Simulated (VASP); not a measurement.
# TePt (P6_3/mmc) in VASP: a series of runs, part 3 of 3

VASP 6.6.1.

## (4) Single point, PBEsol (volume scaled by 1.10, then relaxed in part)

File INCAR:

```
SYSTEM = TePt
  PREC = Accurate
  ENCUT = 520
  EDIFF = 1E-6
  ISMEAR = 0
  SIGMA = 0.1
  LREAL = .FALSE.
  LASPH = .TRUE.
  NELM = 60
  ALGO = Normal
  ISIF = 2
  LWAVE = .FALSE.
  LCHARG = .FALSE.
  GGA = PS
  NBANDS = 24
```

File KPOINTS:

```
Automatic mesh
0
G
  12 12 8
  0 0 0
```

File POSCAR:

```
TePt
1.0
    4.3755147023      0.0000000000      0.0000000000
   -2.1877573512      3.7893068868      0.0000000000
    0.0000000000      0.0000000000      5.6786598908
Te Pt
2 2
Direct
    0.3333333333      0.6666666667      0.2500000000
    0.6666666667      0.3333333333      0.7500000000
    0.0000000000      0.0000000000      0.0000000000
    0.0000000000      0.0000000000      0.5000000000
```

Potentials or basis: VASP PAW PBE potentials, release 64 (Te, Pt).

Launch:

```sh
$ cat potpaw_PBE.64/Te/POTCAR potpaw_PBE.64/Pt/POTCAR > POTCAR
$ mpirun -np 1 vasp_std > vasp.out
```

OUTCAR:

```text
SYSTEM = TePt
   PREC = Accurate
   ENCUT = 520
   EDIFF = 1E-6
   ISMEAR = 0
   LREAL = .FALSE.
   LASPH = .TRUE.
   NELM = 60
   ISIF = 2
   GGA = PS

 ion  position               nearest neighbor table
   1  0.333  0.667  0.250-   3 2.90   4 2.90   3 2.90   4 2.90   3 2.90   4 2.90
   2  0.667  0.333  0.750-   3 2.90   4 2.90   3 2.90   4 2.90   3 2.90   4 2.90
   3  0.000  0.000  0.000-   4 2.84   4 2.84   1 2.90   2 2.90   2 2.90   1 2.90   2 2.90   1 2.90

   4  0.000  0.000  0.500-   3 2.84   3 2.84   1 2.90   2 2.90   2 2.90   1 2.90   2 2.90   1 2.90

  LATTYP: Found a hexagonal cell.
 ALAT       =     4.3755147023
 C/A-ratio  =     1.2978267192

  Lattice vectors:

 A1 = (   4.3755147023,   0.0000000000,   0.0000000000)
 A2 = (  -2.1877573512,   3.7893068868,   0.0000000000)
 A3 = (   0.0000000000,   0.0000000000,   5.6786598908)

Analysis of symmetry for initial positions (statically):
=====================================================================
 Subroutine PRICEL returns:
 Original cell was already a primitive cell.

 Routine SETGRP: Setting up the symmetry group for a
 hexagonal supercell.

 Subroutine GETGRP returns: Found 24 space group operations
 (whereof 12 operations were pure point group operations)
 out of a pool of 24 trial point group operations.

The static configuration has the point symmetry D_3d.
 The point group associated with its full space group is D_6h.

Analysis of symmetry for dynamics (positions and initial velocities):
=====================================================================
 Subroutine PRICEL returns:
 Original cell was already a primitive cell.

 Routine SETGRP: Setting up the symmetry group for a
 hexagonal supercell.

 Subroutine GETGRP returns: Found 24 space group operations
 (whereof 12 operations were pure point group operations)
 out of a pool of 24 trial point group operations.

The dynamic configuration has the point symmetry D_3d.
 The point group associated with its full space group is D_6h.
[... 117 lines left out ...]
   EFERMI =   0.00;   METHOD = LEGACY
   ISMEAR =     0;   SIGMA  =   0.10  broadening in eV -4-tet -1-fermi 0-gaus
   EFERMI_NEDOS =   21; number of points for ismear=-14 and -15
   IALGO  =     38    algorithm
   IMIX   =      4    mixing-type and parameters
     AMIX     =   0.40;   BMIX     =  1.00
     AMIX_MAG =   1.60;   BMIX_MAG =  1.00
  volume/ion in A,a.u.               =      23.54       158.84
  Fermi-wavevector in a.u.,A,eV,Ry     =   1.142475  2.158964 17.758981  1.305248
  Thomas-Fermi vector in A             =   2.279172
   LORBIT       =      0    0 simple, 1 ext, 2 COOP (PROOUT), +10 PAW based schemes
   GGA     = PS    functional components
   LHFCALC =     F    Hartree Fock is set to
   AEXX    =    0.0000 exact exchange contribution
   IVDW    =     0    specifies the selected vdW correction
   LEPSILON=     F    determine dielectric tensor
   LRPA    =     F    only Hartree local field effects (RPA)
 non-spin polarized calculation
 Gauss-broadening in eV      SIGMA  =   0.10
  energy-cutoff  :      520.00
  volume of cell :       94.15
 maximum number of plane-waves:      2549
 NGX is ok and might be reduce to    36
   NGX = 17   NGY = 17   NGZ = 21

 number of electron      31.9999999 magnetization

 Free energy of the ion-electron system (eV)
  ---------------------------------------------------
  ext. energy  EPLUGINS =         0.00000000
  ---------------------------------------------------
  free energy    TOTEN  =       -21.53788697 eV

  energy without entropy =      -21.52435888  energy(sigma->0) =      -21.53112293

 E-fermi :   7.9751     XC(G=0): -10.9026

 val. band max:        7.9709029047   @ k =   0.3333   0.0000   0.5000
 cond. band min:       7.9823265009   @ k =   0.0833   0.0833   0.5000
 fundamental gap:      0.0114235962
 Fermi energy:         7.9751475108

 k-point     1 :       0.0000    0.0000    0.0000
  band No.  band energies     occupation
      1      -5.2821      2.00000
      2      -3.0073      2.00000
      3       1.5850      2.00000
      4       2.5662      2.00000
      5       2.5662      2.00000
      6       3.1066      2.00000
[... 637 lines left out ...]
     23      14.4149      0.00000
     24      15.2754      0.00000

 [... further k-points ...]
[... 5 lines left out ...]
  --------------------------------------------------------------------------------------
  -------------------------------------------------------------------------------------
  Total       -6.1215902     -6.1215902     -6.0396368      0.0000000      0.0000000      0.0000000
  in kB     -104.1693722   -104.1693722   -102.7747959      0.0000000      0.0000000      0.0000000
  external PRESSURE =    -103.7045134 kB  Pullay stress =       0.0000000 kB

 VOLUME and BASIS-vectors are now :
 -----------------------------------------------------------------------------
  energy-cutoff  :      520.00
  volume of cell :       94.15
      direct lattice vectors                 reciprocal lattice vectors
     4.375514702  0.000000000  0.000000000     0.228544541  0.131950252  0.000000000
    -2.187757351  3.789306887  0.000000000     0.000000000  0.263900505  0.000000000
     0.000000000  0.000000000  5.678659891     0.000000000  0.000000000  0.176097886

 POSITION                                       TOTAL-FORCE (eV/Angst)
 -----------------------------------------------------------------------------------
     -0.00000      2.52620      1.41966         0.000000     -0.000000      0.000000
      2.18776      1.26310      4.25899        -0.000000      0.000000      0.000000
      0.00000      0.00000      0.00000         0.000000      0.000000      0.000000
      0.00000      0.00000      2.83933         0.000000      0.000000      0.000000
 -----------------------------------------------------------------------------------
    total drift:                                0.000000     -0.000000      0.000000

  FREE ENERGIE OF THE ION-ELECTRON SYSTEM (eV)
  ---------------------------------------------------
  free  energy   TOTEN  =       -21.5378869695 eV

  energy  without entropy=      -21.5243588847  energy(sigma->0) =      -21.53112293
```

OSZICAR:

```text
N       E                     dE             d eps       ncg     rms          rms(c)
DAV:   1     0.158602184445E+03    0.15860E+03   -0.13776E+04  4568   0.117E+03
DAV:   2    -0.149994761308E+02   -0.17360E+03   -0.15926E+03  5456   0.222E+02
DAV:   3    -0.218792314651E+02   -0.68798E+01   -0.67303E+01  5752   0.433E+01
DAV:   4    -0.219749511219E+02   -0.95720E-01   -0.95665E-01  5272   0.560E+00
DAV:   5    -0.219767541944E+02   -0.18031E-02   -0.18030E-02  5880   0.730E-01    0.175E+01
DAV:   6    -0.216421547434E+02    0.33460E+00   -0.10724E+00  4912   0.766E+00    0.104E+01
DAV:   7    -0.215798413190E+02    0.62313E-01   -0.29296E-01  4648   0.405E+00    0.309E+00
DAV:   8    -0.215387077900E+02    0.41134E-01   -0.15836E-01  4856   0.304E+00    0.150E+00
DAV:   9    -0.215390722987E+02   -0.36451E-03   -0.54266E-03  5584   0.396E-01    0.113E+00
DAV:  10    -0.215382680498E+02    0.80425E-03   -0.72448E-03  4744   0.543E-01    0.273E-01
DAV:  11    -0.215379156101E+02    0.35244E-03   -0.59915E-04  5336   0.194E-01    0.254E-01
DAV:  12    -0.215379005817E+02    0.15028E-04   -0.67550E-05  5216   0.401E-02    0.908E-02
DAV:  13    -0.215378909291E+02    0.96526E-05   -0.10416E-05  5536   0.240E-02    0.345E-02
DAV:  14    -0.215378872002E+02    0.37290E-05   -0.73827E-06  5024   0.193E-02    0.524E-03
DAV:  15    -0.215378869695E+02    0.23066E-06   -0.57267E-07  2488   0.482E-03
   1 F= -.21537887E+02 E0= -.21531123E+02  d E =-.135281E-01
```

Run time: 2.2 min. Hardware: 1 thread of AMD EPYC 9R45 (Zen 5), shared host; peak memory 0.32 GiB.

What came out:

| Property | Result |
| --- | --- |
| Free energy | -21.5379 eV |
| Pressure | -10.4 GPa |
| Band gap on the k mesh | zero (band 16 reaches 8.85 eV, above the bottom of band 17 at 7.53 eV) |

Levels at points of the mesh, in eV from the Fermi level:
```csv
k point,band 13,band 14,band 15,band 16,band 17,band 18,band 19,band 20
"(0.00, 0.00, 0.00)",-1.47,-1.47,0.23,0.61,0.97,1.87,1.91,1.91
"(0.50, 0.00, 0.00)",-2.19,-1.70,-1.60,-1.56,1.26,2.21,3.45,3.49
"(0.00, 0.00, 0.50)",-2.40,-2.40,0.88,0.88,0.88,0.88,3.46,3.46
"(0.50, 0.00, 0.50)",-2.51,-2.51,-0.31,-0.31,0.27,0.27,2.50,2.50
```

Caveat: the PAW data sets were made with another functional, which shifts forces and pressure a little; spin-orbit coupling is left out, which moves the levels of the heavy elements.

## (5) Overview

```csv
cell,gap on the mesh (eV),pressure (GPa)
"a = 4.271, b = 4.271, c = 5.580 Å, angles 90.0, 90.0, 120.0°, 4 atoms",none,-3.9
"a = 4.312, b = 4.312, c = 5.634 Å, angles 90.0, 90.0, 120.0°, 4 atoms",none,-7.0
"a = 4.376, b = 4.376, c = 5.679 Å, angles 90.0, 90.0, 120.0°, 4 atoms",none,-10.4
```

Alike in all rows: task single point; level PBEsol; potentials or basis VASP PAW PBE potentials, release 64 (Te, Pt); no spin polarisation; k mesh 12 × 12 × 8; cutoff (eV) 520; smearing gaussian 0.1 eV.

Caveats: the PAW data sets were made with another functional, which shifts forces and pressure a little; spin-orbit coupling is left out, which moves the levels of the heavy elements.

Absolute energies hang on the potentials; compare differences alone.
